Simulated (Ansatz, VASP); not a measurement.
**Hg in VASP and in Ansatz**

Contents of INCAR:

```
SYSTEM = Hg
  PREC = Accurate
  ENCUT = 500
  EDIFF = 1E-7
  ISMEAR = 0
  SIGMA = 0.02
  LREAL = .FALSE.
  LASPH = .TRUE.
  NELM = 120
  ALGO = Normal
  ISIF = 3
  LWAVE = .FALSE.
  LCHARG = .FALSE.
  GGA = PE
  IBRION = 2
  NSW = 100
  EDIFFG = -0.01
  GGA_COMPAT = .FALSE.
  NELMIN = 4
```

File KPOINTS:

```
Automatic mesh
0
G
  12 12 12
  0 0 0
```

Contents of POSCAR:

```
Hg
1.0
    0.0000000000      2.5545041317      2.5545041317
    2.5545041317      0.0000000000      2.5545041317
    2.5545041317      2.5545041317      0.0000000000
Hg
1
Direct
    0.0000000000      0.0000000000      0.0000000000
```

Input for Ansatz:

```yaml
crystal:
  lattice:
    - [0.0, 2.5545041317, 2.5545041317]
    - [2.5545041317, 0.0, 2.5545041317]
    - [2.5545041317, 2.5545041317, 0.0]
  atoms:
    - { symbol: Hg, position: [0.0, 0.0, 0.0] }
basis:
  ecutwfc: 420
kpoints:
  mp_grid: { grid: [12, 12, 12] }
hamiltonian:
  xc: pbe
scf:
  occupations: { method: gaussian, width: 0.02 }
output:
  forces: true
  stress: true
  eigenvalues: true
relax:
  adjacent_minimum: "off"
  f_tol: 0.01
  max_steps: 80
  cell: { stress_tol: 0.05 }
```

Alike in both runs: task relaxation of cell and atoms; functional PBE; k mesh 12 × 12 × 12; occupations gaussian, width 0.02 eV; no spin polarisation.

|  | VASP | Ansatz |
| --- | --- | --- |
| version | VASP 6.6.1 | Ansatz 0.2.0 |
| potentials or method | VASP PAW PBE potentials, release 64 (Hg_sv_GW), cutoff 500 eV | scalar-relativistic, plane waves, PAW |
| valence electrons in the cell | 20 | 20 |

|  | VASP | Ansatz | Ansatz less VASP |
| --- | --- | --- | --- |
| relaxed volume (Å³/atom) | 30.35 | 32.39 | +2.041 |
| relaxed cell length with the largest relative difference (Å) | 3.501 | 3.578 | +0.0768 |

One of these differences is far larger than is usual between the two programs; its cause wasn't traced.

Neither program's run includes spin-orbit coupling.
